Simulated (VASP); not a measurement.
# K2MgZnF6 (P1) in VASP: notebook

K2MgZnF6 is run at these levels: PBEsol; tasks: single point, relaxation of volume and atoms at fixed shape.

All numbers are computed with VASP 6.6.1; they aren't measurements. Logs are shortened: lines on timing, memory, paths and dates and some standing lists are left out, and cuts for length are marked.

## 1. The cell of the first run

The typed cell holds 40 atoms: a = 8.046 Å, b = 8.046 Å, c = 8.046 Å, α = 90.00°, β = 90.00°, γ = 90.00°.

## 2. Single point, PBEsol

File INCAR:

```
SYSTEM = K2MgZnF6
PREC = Accurate
ENCUT = 700
EDIFF = 1E-6
ISMEAR = -1
SIGMA = 0.05
LREAL = Auto
LASPH = .TRUE.
NELM = 120
ALGO = Normal
ISIF = 2
LWAVE = .FALSE.
LCHARG = .TRUE.
GGA = PS
LELF = .TRUE.
LVHAR = .TRUE.
NBANDS = 174
ISYM = -1
GGA_COMPAT = .FALSE.
```

File KPOINTS:

```
explicit points
1
Reciprocal
  0.25000000   0.25000000   0.25000000 1
```

File POSCAR:

```
K2MgZnF6
1.0
    8.0461585658      0.0000000000      0.0000000000
    0.0000000000      8.0461585658      0.0000000000
    0.0000000000      0.0000000000      8.0461585658
K Mg Zn F
8 4 4 24
Direct
    0.0003280000      0.9997440000      0.9997360000
    0.0003700000      0.9998210000      0.4998590000
    0.0002090000      0.4999420000      0.9995250000
    0.0001470000      0.4997880000      0.4999980000
    0.5007770000      0.9999650000      0.9995100000
    0.5007550000      0.9999950000      0.5000270000
    0.5007720000      0.4997000000      0.9996910000
    0.5008240000      0.4996680000      0.4998900000
    0.2503960000      0.2498210000      0.2498010000
    0.2504350000      0.2498250000      0.7497810000
    0.2505040000      0.7497450000      0.2497580000
    0.7504770000      0.7498100000      0.2497900000
    0.2505480000      0.7497410000      0.7497240000
    0.7504730000      0.2498070000      0.2498580000
    0.7504940000      0.2498250000      0.7498890000
    0.7504940000      0.7497930000      0.7498000000
    0.2512030000      0.2499850000      0.9999580000
    0.2494480000      0.2496480000      0.4995490000
    0.2503480000      0.7496050000      0.0025800000
    0.2506470000      0.7499130000      0.4968560000
    0.7495720000      0.2502430000      0.0000730000
    0.7514170000      0.2491150000      0.4995900000
    0.7508510000      0.7493600000      0.0027300000
    0.7501210000      0.7500700000      0.4967980000
    0.0032850000      0.2493790000      0.2490710000
    0.0034260000      0.2499840000      0.7507410000
    0.0006760000      0.7501200000      0.2499150000
    0.0007120000      0.7498690000      0.7495110000
    0.4975880000      0.2501740000      0.2505660000
    0.4974860000      0.2497410000      0.7488600000
    0.5003070000      0.7492570000      0.2495290000
    0.5003260000      0.7496380000      0.7499730000
    0.2508050000      0.9997790000      0.2496160000
    0.2506490000      0.0025860000      0.7499160000
    0.2499360000      0.4997960000      0.2499180000
    0.2505650000      0.4970060000      0.7495260000
    0.7499620000      0.9970000000      0.2492220000
    0.7505000000      0.9998280000      0.7503060000
    0.7509370000      0.5025340000      0.2503270000
    0.7503090000      0.4997690000      0.7494250000
```

Potentials or basis: VASP PAW PBE potentials, release 64 (K_sv, Mg, Zn, F).

Started as:

```sh
$ cat potpaw_PBE.64/K_sv/POTCAR potpaw_PBE.64/Mg/POTCAR potpaw_PBE.64/Zn/POTCAR potpaw_PBE.64/F/POTCAR > POTCAR
$ mpirun -np 1 vasp_std > vasp.out
```

OUTCAR:

```text
SYSTEM = K2MgZnF6
   PREC = Accurate
   ENCUT = 700
   EDIFF = 1E-6
   ISMEAR = -1
   LREAL = Auto
   LASPH = .TRUE.
   NELM = 120
   ISIF = 2
   GGA = PS
   ISYM = -1

 ion  position               nearest neighbor table
   1  0.000  1.000  1.000-  25 2.84  26 2.84  38 2.84  27 2.84  37 2.84  23 2.84  28 2.85  34 2.85
                            19 2.85  33 2.85  17 2.85  21 2.85  12 3.48  10 3.48  11 3.49   9 3.49
   2  0.000  1.000  0.500-  22 2.83  18 2.84  28 2.84  27 2.84  24 2.84  20 2.85  38 2.85  34 2.85
                            25 2.85  33 2.85  37 2.85  26 2.85  12 3.48  10 3.48   9 3.48  11 3.49
   3  0.000  0.500  1.000-  26 2.84  23 2.84  19 2.84  28 2.84  40 2.84  39 2.85  35 2.85  25 2.85
                            21 2.85  36 2.85  27 2.85  17 2.85  12 3.48  10 3.48  11 3.49   9 3.49
   4  0.000  0.500  0.500-  39 2.84  40 2.84  22 2.84  18 2.84  28 2.84  35 2.84  36 2.84  24 2.85
                            27 2.85  26 2.85  20 2.85  25 2.85  12 3.48  10 3.48   9 3.49  11 3.49
   5  0.501  1.000  1.000-  37 2.84  38 2.84  21 2.84  17 2.84  34 2.84  32 2.84  33 2.85  30 2.85
                            23 2.85  31 2.85  19 2.85  29 2.85  10 3.48  12 3.48   9 3.49  11 3.49
   6  0.501  1.000  0.500-  30 2.84  24 2.84  29 2.84  22 2.84  34 2.84  38 2.84  37 2.84  20 2.85
                            32 2.85  33 2.85  18 2.85  31 2.85  10 3.48  12 3.48   9 3.49  11 3.49
   7  0.501  0.500  1.000-  21 2.83  17 2.84  31 2.84  32 2.84  23 2.84  40 2.84  19 2.85  36 2.85
                            29 2.85  30 2.85  39 2.85  35 2.85  12 3.48  10 3.48   9 3.49  11 3.49
   8  0.501  0.500  0.500-  29 2.84  30 2.84  40 2.84  39 2.84  24 2.84  36 2.84  31 2.84  32 2.85
                            20 2.85  35 2.85  22 2.85  18 2.85  12 3.48  10 3.48   9 3.49  11 3.49
   9  0.250  0.250  0.250-  25 1.99  29 1.99  18 2.01  17 2.01  35 2.01  33 2.01   2 3.48   1 3.49
                             8 3.49   7 3.49   6 3.49   4 3.49   5 3.49   3 3.49
  10  0.250  0.250  0.750-  26 1.99  30 1.99  36 1.99  34 1.99  17 2.01  18 2.01   6 3.48   5 3.48
                             2 3.48   4 3.48   3 3.48   7 3.48   8 3.48   1 3.48
  11  0.251  0.750  0.250-  20 1.99  19 1.99  31 2.01  27 2.01  35 2.01  33 2.01   1 3.49   2 3.49
                             3 3.49   7 3.49   8 3.49   4 3.49   5 3.49   6 3.49
  12  0.750  0.750  0.250-  24 1.99  23 1.99  37 1.99  39 1.99  31 2.01  27 2.01   1 3.48   3 3.48
                             8 3.48   4 3.48   7 3.48   2 3.48   5 3.48   6 3.48
  13  0.251  0.750  0.750-  32 2.01  28 2.01  36 2.03  34 2.03  19 2.03  20 2.03
  14  0.750  0.250  0.250-  22 2.01  21 2.01  39 2.03  37 2.03  25 2.03  29 2.03
  15  0.750  0.250  0.750-  40 2.01  38 2.01  21 2.01  22 2.01  26 2.04  30 2.04
  16  0.750  0.750  0.750-  40 2.01  38 2.01  32 2.01  28 2.01  23 2.04  24 2.04
  17  0.251  0.250  1.000-   9 2.01  10 2.01   7 2.84   5 2.84   3 2.85   1 2.85
  18  0.249  0.250  0.500-   9 2.01  10 2.01   2 2.84   4 2.84   6 2.85   8 2.85
[... 20 lines left out ...]
  39  0.751  0.503  0.250-  12 1.99  14 2.03   4 2.84   8 2.84   3 2.85   7 2.85
  40  0.750  0.500  0.749-  15 2.01  16 2.01   8 2.84   4 2.84   7 2.84   3 2.84

IMPORTANT INFORMATION: All symmetrisations will be switched off!
NOSYMM: (Re-)initialisation of all symmetry stuff for point group C_1.

----------------------------------------------------------------------------------------

                                     Primitive cell

  volume of cell :     520.9137

  direct lattice vectors                    reciprocal lattice vectors
     8.046158566  0.000000000  0.000000000     0.124282910  0.000000000  0.000000000
     0.000000000  8.046158566  0.000000000     0.000000000  0.124282910  0.000000000
     0.000000000  0.000000000  8.046158566     0.000000000  0.000000000  0.124282910

  length of vectors
     8.046158566  8.046158566  8.046158566     0.124282910  0.124282910  0.124282910

  position of ions in fractional coordinates (direct lattice)
[... 52 lines left out ...]
   TEBEG  =    0.0;   TEEND  =   0.0 temperature during run
   PSTRESS=    0.0 pullay stress
   NELECT =     296.0000    total number of electrons
   NUPDOWN=      -1.0000    fix difference up-down
   EMIN   =  10.00;   EMAX   =-10.00  energy-range for DOS
   EFERMI =   0.00;   METHOD = LEGACY
   ISMEAR =    -1;   SIGMA  =   0.05  broadening in eV -4-tet -1-fermi 0-gaus
   EFERMI_NEDOS =   21; number of points for ismear=-14 and -15
   IALGO  =     38    algorithm
   IMIX   =      4    mixing-type and parameters
     AMIX     =   0.40;   BMIX     =  1.00
     AMIX_MAG =   1.60;   BMIX_MAG =  1.00
  volume/ion in A,a.u.               =      13.02        87.88
  Fermi-wavevector in a.u.,A,eV,Ry     =   1.355970  2.562412 25.016423  1.838655
  Thomas-Fermi vector in A             =   2.483013
   LORBIT       =      0    0 simple, 1 ext, 2 COOP (PROOUT), +10 PAW based schemes
   GGA     = PS    functional components
   LHFCALC =     F    Hartree Fock is set to
   AEXX    =    0.0000 exact exchange contribution
   IVDW    =     0    specifies the selected vdW correction
   LEPSILON=     F    determine dielectric tensor
   LRPA    =     F    only Hartree local field effects (RPA)
 non-spin polarized calculation
  energy-cutoff  :      700.00
  volume of cell :      520.91
 maximum number of plane-waves:     21914
 NGX is ok and might be reduce to    70
   NGX = 35   NGY = 35   NGZ = 35

 number of electron     296.0000002 magnetization

 Free energy of the ion-electron system (eV)
  ---------------------------------------------------
  ext. energy  EPLUGINS =         0.00000000
  ---------------------------------------------------
  free energy    TOTEN  =      -186.46432840 eV

  energy without entropy =     -186.46432840  energy(sigma->0) =     -186.46432840

 E-fermi :   0.2571     XC(G=0): -10.0251

 val. band max:       -1.0432323619   @ k =   0.2500   0.2500   0.2500
 cond. band min:       4.5683366588   @ k =   0.2500   0.2500   0.2500
 fundamental gap:      5.6115690207
 Fermi energy:         0.2571125367

 k-point     1 :       0.2500    0.2500    0.2500
  band No.  band energies     occupation
      1     -27.5012      2.00000
      2     -27.4846      2.00000
      3     -27.4844      2.00000
      4     -27.4840      2.00000
      5     -27.4714      2.00000
      6     -27.4711      2.00000
[... 152 lines left out ...]
    159       8.3771      0.00000
    160       8.4549      0.00000
 [bands above 160 left out]

------------------------ aborting loop because EDIFF is reached ----------------------------------------

  FORCE on cell =-STRESS in cart. coord.  units (eV):
  Direction    XX          YY          ZZ          XY          YZ          ZX
  --------------------------------------------------------------------------------------
  -------------------------------------------------------------------------------------
  Total       -0.3836527     -0.3676238     -0.3807469     -0.2045164     -0.2140023     -0.1972116
  in kB       -1.1800029     -1.1307027     -1.1710654     -0.6290323     -0.6582080     -0.6065649
  external PRESSURE =      -1.1605903 kB  Pullay stress =       0.0000000 kB

 VOLUME and BASIS-vectors are now :
 -----------------------------------------------------------------------------
  energy-cutoff  :      700.00
  volume of cell :      520.91
      direct lattice vectors                 reciprocal lattice vectors
     8.046158566  0.000000000  0.000000000     0.124282910  0.000000000  0.000000000
     0.000000000  8.046158566  0.000000000     0.000000000  0.124282910  0.000000000
     0.000000000  0.000000000  8.046158566     0.000000000  0.000000000  0.124282910

 POSITION                                       TOTAL-FORCE (eV/Angst)
 -----------------------------------------------------------------------------------
      0.00264      8.04410      8.04403         0.000672      0.001243     -0.000322
      0.00298      8.04472      4.02194         0.001302     -0.001321      0.001301
      0.00168      4.02261      8.04234         0.003405     -0.001887      0.005071
      0.00118      4.02137      4.02306         0.005740     -0.000699     -0.001979
      4.02933      8.04588      8.04222        -0.007626     -0.003095      0.004825
      4.02915      8.04612      4.02330        -0.006927     -0.004255     -0.001639
[... 32 lines left out ...]
      6.04216      4.04347      2.01417        -0.001097      0.083315      0.000985
      6.03711      4.02122      6.02999         0.001260      0.000435     -0.000450
 -----------------------------------------------------------------------------------
    total drift:                                0.020704     -0.013652     -0.017300

  FREE ENERGIE OF THE ION-ELECTRON SYSTEM (eV)
  ---------------------------------------------------
  free  energy   TOTEN  =      -186.4643283977 eV

  energy  without entropy=     -186.4643283977  energy(sigma->0) =     -186.46432840
```

Wall time 3.6 min (1 thread of AMD EPYC 9R45 (Zen 5), shared host); peak memory 0.72 GiB.

What came out:

* Free energy: -186.4643 eV
* Pressure: -0.1 GPa
* Largest force: 0.083 eV/Å
* Band gap on the k mesh: 5.61 eV

Forces in eV/Å, atoms in the order of the input:
```
K    0.001  0.001  0.000
K    0.001 -0.001  0.001
K    0.003 -0.002  0.005
K    0.006 -0.001 -0.002
K   -0.008 -0.003  0.005
K   -0.007 -0.004 -0.002
K   -0.007  0.003  0.000
K   -0.008  0.004  0.001
Mg   0.001 -0.001 -0.003
Mg   0.001 -0.001  0.000
Mg   0.000  0.002 -0.001
Mg  -0.001 -0.003 -0.001
Zn   0.005  0.001 -0.002
Zn   0.008 -0.006 -0.005
Zn   0.007 -0.006 -0.005
Zn   0.007 -0.001 -0.005
F   -0.001 -0.001 -0.005
F    0.006  0.000  0.009
F    0.002  0.003  0.082
F   -0.003 -0.001 -0.077
F    0.000  0.002 -0.005
F   -0.003  0.003  0.008
F    0.000  0.004  0.080
F    0.000 -0.001 -0.077
F    0.080  0.001  0.001
F    0.077  0.001 -0.002
F   -0.009  0.002  0.001
F   -0.006  0.000 -0.001
F   -0.083 -0.002 -0.002
F   -0.076 -0.001  0.000
F    0.005  0.004  0.001
F    0.004  0.001  0.000
F   -0.001  0.001  0.002
F    0.000  0.080  0.001
F    0.004 -0.003 -0.001
F   -0.005 -0.080  0.000
F    0.001 -0.080  0.000
F    0.001 -0.001 -0.002
F   -0.001  0.083  0.001
F    0.001  0.000  0.000
```

Caveat: the PAW data sets were made with another functional, which shifts forces and pressure a little; a shifted mesh leaves out Γ, where band edges can lie. A k mesh can miss the band edges.

## 3. Relaxation of volume and atoms at fixed shape, PBEsol

This run uses another cell than the first one, of 12.97 Å³/atom.

File INCAR:

```
SYSTEM = K2MgZnF6
PREC = Accurate
ENCUT = 700
EDIFF = 1E-7
ISMEAR = -1
SIGMA = 0.05
LREAL = Auto
LASPH = .TRUE.
NELM = 120
ALGO = Normal
ISIF = 8
LWAVE = .FALSE.
LCHARG = .FALSE.
GGA = PS
IBRION = 2
NSW = 100
EDIFFG = -0.03
ISYM = -1
GGA_COMPAT = .FALSE.
NELMIN = 4
```

KPOINTS is that of step 2.

File POSCAR:

```
K2MgZnF6
1.0
    8.0362160000      0.0000000000      0.0000000000
    0.0000000000      8.0362160000      0.0000000000
    0.0000000000      0.0000000000      8.0362160000
K Mg Zn F
8 4 4 24
Direct
    0.0020060000      0.9970540000      0.9945030000
    0.0042220000      0.0001870000      0.5028170000
    0.9992810000      0.5002690000      0.0032580000
    0.0025530000      0.4963350000      0.4962430000
    0.4959860000      0.9995930000      0.9961120000
    0.5022130000      0.9999840000      0.4908580000
    0.4991880000      0.5011260000      0.9971020000
    0.5042880000      0.5015250000      0.5030560000
    0.2486250000      0.2542270000      0.2488550000
    0.2488550000      0.2509990000      0.7511310000
    0.2507470000      0.7481050000      0.2511980000
    0.7501020000      0.7515650000      0.2501540000
    0.2528080000      0.7453620000      0.7488500000
    0.7537290000      0.2510780000      0.2507710000
    0.7507160000      0.2529370000      0.7523300000
    0.7499750000      0.7492030000      0.7522110000
    0.2483160000      0.2506710000      0.9964360000
    0.2461270000      0.2479680000      0.5005630000
    0.2479060000      0.7479840000      0.0000360000
    0.2523360000      0.7526860000      0.4976980000
    0.7475410000      0.2489100000      0.0031970000
    0.7540380000      0.2451870000      0.4941250000
    0.7515030000      0.7506750000      0.9982790000
    0.7467810000      0.7519470000      0.5023720000
    0.0042700000      0.2465450000      0.2515650000
    0.9996940000      0.2522050000      0.7512250000
    0.0002860000      0.7519620000      0.2493530000
    0.9988810000      0.7498090000      0.7507830000
    0.5046590000      0.2496650000      0.2515650000
    0.5001300000      0.2481410000      0.7452760000
    0.5015040000      0.7459320000      0.2508050000
    0.5026230000      0.7478740000      0.7486970000
    0.2488480000      0.0000440000      0.2508750000
    0.2498920000      0.0026670000      0.7481100000
    0.2481280000      0.5003220000      0.2513960000
    0.2527230000      0.5013660000      0.7505180000
    0.7517530000      0.9996960000      0.2504000000
    0.7448980000      0.0031270000      0.7534680000
    0.7511890000      0.5007640000      0.2517050000
    0.7497590000      0.4956920000      0.7532970000
```

Potentials or basis: VASP PAW PBE potentials, release 64 (K_sv, Mg, Zn, F).

Started as:

```sh
$ cat potpaw_PBE.64/K_sv/POTCAR potpaw_PBE.64/Mg/POTCAR potpaw_PBE.64/Zn/POTCAR potpaw_PBE.64/F/POTCAR > POTCAR
$ mpirun -np 1 vasp_std > vasp.out
```

Run time: 25 min. Hardware: 1 thread of AMD EPYC 9R45 (Zen 5), shared host; peak memory 0.84 GiB.

Results (log left out):

| Quantity | Value |
| --- | --- |
| Free energy | -186.4586 eV |
| Relaxed volume | 13.00 Å³/atom |
| Relaxed cell | a = 8.041 Å, b = 8.041 Å, c = 8.041 Å, α = 90.00°, β = 90.00°, γ = 90.00° |
| Space group after relaxing (to 0.1 Å) | P4_2/mmc (No. 131) |
| Energy gained by relaxing | 5.3 meV/atom |
| Ionic steps | 10 |
| Pressure after relaxing | 0.0 GPa |
| Largest force after relaxing | 0.028 eV/Å |
| Band gap on the k mesh | 5.61 eV |

Forces in eV/Å, atoms in the order of the input:
```
K   -0.003  0.008  0.011
K   -0.016  0.000 -0.004
K    0.004 -0.001 -0.010
K   -0.011  0.011  0.010
K    0.013 -0.002  0.020
K   -0.006 -0.003  0.027
K    0.004 -0.004 -0.001
K   -0.017 -0.006 -0.004
Mg   0.004 -0.002  0.001
Mg   0.002  0.003  0.001
Mg  -0.002  0.005 -0.006
Mg   0.004 -0.006 -0.002
Zn   0.002 -0.019  0.008
Zn  -0.004  0.013  0.009
Zn   0.007  0.013 -0.006
Zn   0.002 -0.010  0.003
F    0.002 -0.002  0.010
F    0.002 -0.004 -0.009
F    0.001  0.001  0.008
F    0.001 -0.003 -0.011
F    0.003 -0.001  0.001
F   -0.009  0.007 -0.013
F    0.005 -0.005 -0.003
F    0.001 -0.005 -0.014
F    0.008 -0.002 -0.003
F    0.008 -0.009 -0.001
F    0.012  0.001 -0.005
F    0.010  0.002  0.000
F   -0.002 -0.004 -0.001
F    0.001 -0.004  0.011
F   -0.016  0.002  0.006
F   -0.007  0.011 -0.001
F   -0.008 -0.002  0.007
F    0.005  0.005 -0.001
F    0.005  0.007 -0.005
F   -0.008  0.015  0.000
F   -0.004  0.007  0.001
F    0.015 -0.006 -0.012
F   -0.011 -0.005 -0.009
F    0.003 -0.005 -0.013
```

Stress tensor (GPa, compression positive):
```
 0.00 -0.06 -0.06
-0.06 -0.01 -0.07
-0.06 -0.07  0.00
```

The path:
```csv
step,energy change (eV),largest force (eV/Å),pressure (GPa),volume (Å³)
1,0.0000,0.8950,0.43,518.98
2,-0.1665,0.2220,-0.19,521.61
3,-0.1751,0.2104,-0.34,522.38
4,-0.1907,0.1061,-0.06,520.36
5,-0.1958,0.1298,0.31,517.93
6,-0.2052,0.0873,0.17,518.84
7,-0.2078,0.0752,0.06,519.58
8,-0.2108,0.0498,-0.04,520.22
9,-0.2111,0.0647,-0.08,520.47
10,-0.2126,0.0277,-0.01,519.96
```

Final structure:
```yaml
crystal:
  lattice:
    - [8.04123, 0.00000, 0.00000]
    - [0.00000, 8.04123, 0.00000]
    - [0.00000, 0.00000, 8.04123]
  atoms:
    - { symbol: K, position: [0.00044, 0.99939, 0.99937] }
    - { symbol: K, position: [0.00127, 0.99973, 0.49993] }
    - { symbol: K, position: [0.00016, 0.49981, 0.00043] }
    - { symbol: K, position: [0.00105, 0.49919, 0.49948] }
    - { symbol: K, position: [0.49948, 0.99980, 0.99858] }
    - { symbol: K, position: [0.50090, 0.00016, 0.49786] }
    - { symbol: K, position: [0.50015, 0.50005, 0.99984] }
    - { symbol: K, position: [0.50157, 0.50005, 0.50013] }
    - { symbol: Mg, position: [0.25049, 0.24986, 0.24951] }
    - { symbol: Mg, position: [0.25025, 0.24992, 0.74945] }
    - { symbol: Mg, position: [0.25061, 0.74968, 0.24969] }
    - { symbol: Mg, position: [0.75061, 0.74982, 0.25010] }
    - { symbol: Zn, position: [0.25041, 0.74992, 0.74936] }
    - { symbol: Zn, position: [0.75066, 0.24946, 0.24991] }
    - { symbol: Zn, position: [0.75017, 0.24956, 0.75019] }
    - { symbol: Zn, position: [0.75039, 0.74983, 0.75012] }
    - { symbol: F, position: [0.25145, 0.25027, 0.99962] }
    - { symbol: F, position: [0.24908, 0.24953, 0.49937] }
    - { symbol: F, position: [0.24993, 0.74948, 0.00314] }
    - { symbol: F, position: [0.25100, 0.75053, 0.49606] }
    - { symbol: F, position: [0.74873, 0.25030, 0.00040] }
    - { symbol: F, position: [0.75260, 0.24877, 0.49987] }
    - { symbol: F, position: [0.75100, 0.74960, 0.00381] }
    - { symbol: F, position: [0.74982, 0.75045, 0.49662] }
    - { symbol: F, position: [0.00411, 0.24901, 0.24870] }
    - { symbol: F, position: [0.00382, 0.25035, 0.75127] }
    - { symbol: F, position: [0.00071, 0.75046, 0.25059] }
    - { symbol: F, position: [0.00058, 0.74984, 0.74921] }
    - { symbol: F, position: [0.49699, 0.25066, 0.25094] }
    - { symbol: F, position: [0.49658, 0.24978, 0.74758] }
    - { symbol: F, position: [0.50055, 0.74889, 0.24912] }
    - { symbol: F, position: [0.50008, 0.74915, 0.75029] }
    - { symbol: F, position: [0.25161, 0.99982, 0.24888] }
    - { symbol: F, position: [0.25009, 0.00324, 0.74994] }
    - { symbol: F, position: [0.24971, 0.49974, 0.25013] }
    - { symbol: F, position: [0.25066, 0.49634, 0.74903] }
    - { symbol: F, position: [0.74999, 0.99625, 0.24943] }
    - { symbol: F, position: [0.74939, 0.99979, 0.75135] }
    - { symbol: F, position: [0.75189, 0.50315, 0.25129] }
    - { symbol: F, position: [0.75009, 0.49977, 0.75057] }
```

Levels at points of the mesh, in eV from the valence-band top:
```csv
k point,band 146,band 147,band 148,band 149,band 150,band 151
"(0.25, 0.25, 0.25)",-0.41,-0.22,0.00,5.61,6.72,7.28
```

Caveat: the PAW data sets were made with another functional, which shifts forces and pressure a little; a shifted mesh leaves out Γ, where band edges can lie. A k mesh can miss the band edges.
